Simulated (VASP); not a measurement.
# Ag4HC in VASP: single point with PBEsol

Aim: the single point of Ag4HC with PBEsol.

Program: VASP 6.6.1. These are calculated values, not measurements. Logs are shortened: lines on timing, memory, paths and dates and some standing lists are left out, and cuts for length are marked.

### 1 The cell of the first run

The cell holds a slab with vacuum, 6 atoms: a = 2.867 Å, b = 2.867 Å, c = 26.182 Å, α = 90.00°, β = 90.00°, γ = 90.00°.

### 2 Single point, PBEsol

INCAR

```
PREC = Accurate ; ENCUT = 520
EDIFF = 1E-7 ; ISMEAR = 0
SIGMA = 0.1 ; LREAL = F
LASPH = T ; NELM = 100
ALGO = Normal ; ISIF = 2
LWAVE = F ; LCHARG = F
LDIPOL = T ; IDIPOL = 3
DIPOL = 0.5 0.5 0.506 ; GGA = PS
NBANDS = 34
```

KPOINTS

```
Automatic mesh
0
Gamma
  10 10 1
```

POSCAR

```
Ag4HC
1.0
    2.8669036820      0.0000000000      0.0000000000
    0.0000000000      2.8669036820      0.0000000000
    0.0000000000      0.0000000000     26.1816211037
Ag C H
4 1 1
Direct
    0.5000000000      0.5000000000      0.3246552216
    0.0000000000      0.0000000000      0.4020838509
    0.5000000000      0.5000000000      0.4795746447
    0.0000000000      0.0000000000      0.5597406194
    0.0000000000      0.5000000000      0.6141689840
    0.0000000000      0.5000000000      0.6562749072
```

Potentials or basis: VASP PAW PBE potentials, release 64 (Ag, C, H).

The run is started by

```sh
cat potpaw_PBE.64/Ag/POTCAR potpaw_PBE.64/C/POTCAR potpaw_PBE.64/H/POTCAR > POTCAR
mpirun -np 1 vasp_std > vasp.out
```

OUTCAR:

```text
PREC = Accurate
   ENCUT = 520
   EDIFF = 1E-7
   ISMEAR = 0
   LREAL = F
   LASPH = T
   NELM = 100
   ISIF = 2
   GGA = PS

 ion  position               nearest neighbor table
   1  0.500  0.500  0.325-   2 2.87   2 2.87   2 2.87   2 2.87
   2  0.000  0.000  0.402-   1 2.87   1 2.87   1 2.87   1 2.87   3 2.87   3 2.87   3 2.87   3 2.87

   3  0.500  0.500  0.480-   2 2.87   2 2.87   2 2.87   2 2.87   4 2.92   4 2.92   4 2.92   4 2.92

   4  0.000  0.000  0.560-   5 2.02   5 2.02   3 2.92   3 2.92   3 2.92   3 2.92
   5  0.000  0.500  0.614-   6 1.10   4 2.02   4 2.02
   6  0.000  0.500  0.656-   5 1.10

  LATTYP: Found a simple tetragonal cell.
 ALAT       =     2.8669036820
 C/A-ratio  =     9.1323685787

  Lattice vectors:

 A1 = (   2.8669036820,   0.0000000000,   0.0000000000)
 A2 = (   0.0000000000,   2.8669036820,   0.0000000000)
 A3 = (   0.0000000000,   0.0000000000,  26.1816211037)

Analysis of symmetry for initial positions (statically):
=====================================================================
 Subroutine PRICEL returns:
 Original cell was already a primitive cell.

 Routine SETGRP: Setting up the symmetry group for a
 simple tetragonal supercell.

 Subroutine GETGRP returns: Found  4 space group operations
 (whereof  4 operations were pure point group operations)
 out of a pool of 16 trial point group operations.

The static configuration has the point symmetry C_2v.

Analysis of symmetry for dynamics (positions and initial velocities):
=====================================================================
 Subroutine PRICEL returns:
 Original cell was already a primitive cell.

 Routine SETGRP: Setting up the symmetry group for a
 simple tetragonal supercell.

 Subroutine GETGRP returns: Found  4 space group operations
 (whereof  4 operations were pure point group operations)
 out of a pool of 16 trial point group operations.

The dynamic configuration has the point symmetry C_2v.

 Subroutine INISYM returns: Found  4 space group operations
 (whereof  4 operations are pure point group operations),
 and found     1 'primitive' translations

----------------------------------------------------------------------------------------

                                     Primitive cell

  volume of cell :     215.1903

  direct lattice vectors                    reciprocal lattice vectors
     2.866903682  0.000000000  0.000000000     0.348808370  0.000000000  0.000000000
     0.000000000  2.866903682  0.000000000     0.000000000  0.348808370  0.000000000
     0.000000000  0.000000000 26.181621104     0.000000000  0.000000000  0.038194732

  length of vectors
     2.866903682  2.866903682 26.181621104     0.348808370  0.348808370  0.038194732

  position of ions in fractional coordinates (direct lattice)
     0.500000000  0.500000000  0.324655222
     0.000000000  0.000000000  0.402083851
     0.500000000  0.500000000  0.479574645
     0.000000000  0.000000000  0.559740619
     0.000000000  0.500000000  0.614168984
     0.000000000  0.500000000  0.656274907

  ion indices of the primitive-cell ions
   primitive index   ion index
                 1           1
                 2           2
                 3           3
                 4           4
                 5           5
                 6           6

----------------------------------------------------------------------------------------

 KPOINTS: Automatic mesh

Automatic generation of k-mesh.
 Grid dimensions read from file:
 generate k-points for:   10   10    1

 Generating k-lattice:

  Cartesian coordinates                     Fractional coordinates (reciprocal lattice)
     0.034880837  0.000000000  0.000000000     0.100000000  0.000000000  0.000000000
     0.000000000  0.034880837  0.000000000     0.000000000  0.100000000  0.000000000
     0.000000000  0.000000000  0.038194732     0.000000000  0.000000000  1.000000000

  Length of vectors
     0.034880837  0.034880837  0.038194732

  Shift w.r.t. Gamma in fractional coordinates (k-lattice)
     0.000000000  0.000000000  0.000000000

 Subroutine IBZKPT returns following result:
 ===========================================

 Found     36 irreducible k-points:

 Following reciprocal coordinates:
            Coordinates               Weight
  0.000000  0.000000  0.000000      1.000000
  0.100000  0.000000  0.000000      2.000000
  0.000000  0.100000  0.000000      2.000000
  0.200000  0.000000  0.000000      2.000000
  0.000000  0.200000  0.000000      2.000000
  0.300000  0.000000  0.000000      2.000000
[... 16 lines left out ...]
 -0.200000  0.300000  0.000000      4.000000
  0.400000  0.200000  0.000000      4.000000
 [... further k-points ...]
   k-points           NKPTS =     36   k-points in BZ     NKDIM =     36   number of bands    NBANDS=     34
   number of dos      NEDOS =    301   number of ions     NIONS =      6
   total plane-waves  NPLWV = 112896
   dimension x,y,z NGX =    24 NGY =   24 NGZ =  196
   dimension x,y,z NGXF=    48 NGYF=   48 NGZF=  392
   ions per type =               4   1   1
   NGX,Y,Z   is equivalent  to a cutoff of  13.92, 13.92, 12.45 a.u.
   NGXF,Y,Z  is equivalent  to a cutoff of  27.83, 27.83, 24.89 a.u.
 SYSTEM =  unknown system
   PREC   = accura    normal or accurate (medium, high low for compatibility)
   ISTART =      0    job   : 0-new  1-cont  2-samecut
   ICHARG =      2    charge: 1-file 2-atom 10-const
   ISPIN  =      1    spin polarized calculation?
   LNONCOLLINEAR =      F non collinear calculations
   LSORBIT =      F    spin-orbit coupling
   LASPH  =      T    aspherical Exc in radial PAW
   ENCUT  =  520.0 eV  38.22 Ry    6.18 a.u.   5.33  5.33 48.68*2*pi/ulx,y,z
   NELM   =    100;   NELMIN=  2; NELMDL= -5     # of ELM steps
   EDIFF  = 0.1E-06   stopping-criterion for ELM
   LREAL  =      F    real-space projection
   EDIFFG = 0.1E-05   stopping-criterion for IOM
   NSW    =      0    number of steps for IOM
   IBRION =     -1    ionic relax: 0-MD 1-quasi-New 2-CG
   NFREE  =      0    steps in history (QN), initial steepest desc. (CG)
   ISIF   =      2    stress and relaxation
   ISYM   =      2    0-nonsym 1-usesym 2-fastsym
   POTIM  = 0.5000    time-step for ionic-motion
   TEBEG  =    0.0;   TEEND  =   0.0 temperature during run
   PSTRESS=    0.0 pullay stress
   NELECT =      49.0000    total number of electrons
   NUPDOWN=      -1.0000    fix difference up-down
   EMIN   =  10.00;   EMAX   =-10.00  energy-range for DOS
   EFERMI =   0.00;   METHOD = LEGACY
   ISMEAR =     0;   SIGMA  =   0.10  broadening in eV -4-tet -1-fermi 0-gaus
   EFERMI_NEDOS =   21; number of points for ismear=-14 and -15
   IALGO  =     38    algorithm
   IMIX   =      4    mixing-type and parameters
     AMIX     =   0.40;   BMIX     =  1.00
     AMIX_MAG =   1.60;   BMIX_MAG =  1.00
  volume/ion in A,a.u.               =      35.87       242.03
  Fermi-wavevector in a.u.,A,eV,Ry     =   0.999691  1.889143 13.597429  0.999383
  Thomas-Fermi vector in A             =   2.131998
   LORBIT       =      0    0 simple, 1 ext, 2 COOP (PROOUT), +10 PAW based schemes
   GGA     = PS    functional components
   LHFCALC =     F    Hartree Fock is set to
   AEXX    =    0.0000 exact exchange contribution
   IVDW    =     0    specifies the selected vdW correction
   LEPSILON=     F    determine dielectric tensor
   LRPA    =     F    only Hartree local field effects (RPA)
 non-spin polarized calculation
 Gauss-broadening in eV      SIGMA  =   0.10
  energy-cutoff  :      520.00
  volume of cell :      215.19
 maximum number of plane-waves:      5839
 NGX is ok and might be reduce to    24
   NGX = 11   NGY = 11   NGZ = 97

 dipolmoment           0.000000      0.000000      0.421581 electrons x Angstroem

 number of electron      48.9999987 magnetization

 dipolmoment           0.000000      0.000000     -0.039164 electrons x Angstroem

 Free energy of the ion-electron system (eV)
  ---------------------------------------------------
  ext. energy  EPLUGINS =         0.00000000
  ---------------------------------------------------
  free energy    TOTEN  =       -21.77923759 eV

  energy without entropy =      -21.77507701  energy(sigma->0) =      -21.77715730

 E-fermi :   0.2399     XC(G=0):  -5.1625

 val. band max:        0.1944267122   @ k =  -0.1000   0.5000   0.0000
 cond. band min:       0.3371377933   @ k =  -0.3000   0.4000   0.0000
 fundamental gap:      0.1427110811
 Fermi energy:         0.2398788490

 k-point     1 :       0.0000    0.0000    0.0000
  band No.  band energies     occupation
      1     -12.2435      2.00000
      2      -7.6326      2.00000
      3      -6.9606      2.00000
      4      -6.1121      2.00000
      5      -6.0373      2.00000
      6      -5.7550      2.00000
[... 26 lines left out ...]
     33       6.5004      0.00000
     34       7.9307      0.00000

 k-point     2 :       0.1000    0.0000    0.0000
  band No.  band energies     occupation
      1     -12.1540      2.00000
      2      -7.5558      2.00000
      3      -6.8011      2.00000
      4      -5.9887      2.00000
      5      -5.9088      2.00000
      6      -5.6243      2.00000
[... 26 lines left out ...]
     33       6.6593      0.00000
     34       8.0710      0.00000

 k-point     3 :       0.0000    0.1000    0.0000
  band No.  band energies     occupation
      1     -12.1558      2.00000
      2      -7.4480      2.00000
      3      -6.8188      2.00000
      4      -6.0696      2.00000
      5      -5.9206      2.00000
      6      -5.7214      2.00000
[... 26 lines left out ...]
     33       6.6748      0.00000
     34       8.0769      0.00000
[... 704 lines left out ...]
 k-point    23 :      -0.2000    0.3000    0.0000
  band No.  band energies     occupation
      1     -11.3194      2.00000
      2      -6.7785      2.00000
      3      -5.7918      2.00000
      4      -5.5048      2.00000
      5      -5.4135      2.00000
      6      -5.2370      2.00000
[... 26 lines left out ...]
     33       7.2905      0.00000
     34       7.9012      0.00000

 k-point    24 :       0.4000    0.2000    0.0000
  band No.  band energies     occupation
      1     -10.9753      2.00000
      2      -6.5958      2.00000
      3      -5.9219      2.00000
      4      -5.8346      2.00000
      5      -5.5894      2.00000
      6      -5.3376      2.00000
[... 26 lines left out ...]
     33       7.9339      0.00000
     34       8.1563      0.00000

 [... further k-points ...]

------------------------ aborting loop because EDIFF is reached ----------------------------------------

 vacuum level on the upper side and lower side of the slab       (xc-potential included)        -0.517         0.324

  FORCE on cell =-STRESS in cart. coord.  units (eV):
  Direction    XX          YY          ZZ          XY          YZ          ZX
  --------------------------------------------------------------------------------------
  -------------------------------------------------------------------------------------
  Total       -2.1258438     -0.1667349     -0.3145941      0.0000000      0.0000000      0.0000000
  in kB      -15.8277508     -1.2414077     -2.3422778      0.0000000      0.0000000      0.0000000
  external PRESSURE =      -6.4704788 kB  Pullay stress =       0.0000000 kB

 VOLUME and BASIS-vectors are now :
 -----------------------------------------------------------------------------
  energy-cutoff  :      520.00
  volume of cell :      215.19
      direct lattice vectors                 reciprocal lattice vectors
     2.866903682  0.000000000  0.000000000     0.348808370  0.000000000  0.000000000
     0.000000000  2.866903682  0.000000000     0.000000000  0.348808370  0.000000000
     0.000000000  0.000000000 26.181621104     0.000000000  0.000000000  0.038194732

 POSITION                                       TOTAL-FORCE (eV/Angst)
 -----------------------------------------------------------------------------------
      1.43345      1.43345      8.50000         0.000000      0.000000      0.118689
      0.00000      0.00000     10.52721         0.000000      0.000000     -0.124948
      1.43345      1.43345     12.55604         0.000000      0.000000      0.023427
      0.00000      0.00000     14.65492         0.000000      0.000000     -0.011966
      0.00000      1.43345     16.07994         0.000000      0.000000     -0.017161
      0.00000      1.43345     17.18234         0.000000      0.000000      0.011959
 -----------------------------------------------------------------------------------
    total drift:                                0.000000     -0.000000      0.000415

  FREE ENERGIE OF THE ION-ELECTRON SYSTEM (eV)
  ---------------------------------------------------
  free  energy   TOTEN  =       -21.7792375870 eV

  energy  without entropy=      -21.7750770091  energy(sigma->0) =      -21.77715730

 vacuum level on the upper side and lower side of the slab         3.848         4.702
```

Wall time 4.7 min (1 thread of Intel Xeon 6975P-C (Granite Rapids), shared host); peak memory 0.46 GiB.

Results:

| Property | Result |
| --- | --- |
| Free energy | -21.7792 eV |
| Largest force | 0.125 eV/Å |

Forces in eV/Å, atoms in the order of the input:
```
Ag   0.000  0.000  0.119
Ag   0.000  0.000 -0.125
Ag   0.000  0.000  0.023
Ag   0.000  0.000 -0.012
C    0.000  0.000 -0.017
H    0.000  0.000  0.012
```

Caveat: the PAW data sets were made with another functional, which shifts forces and pressure a little.
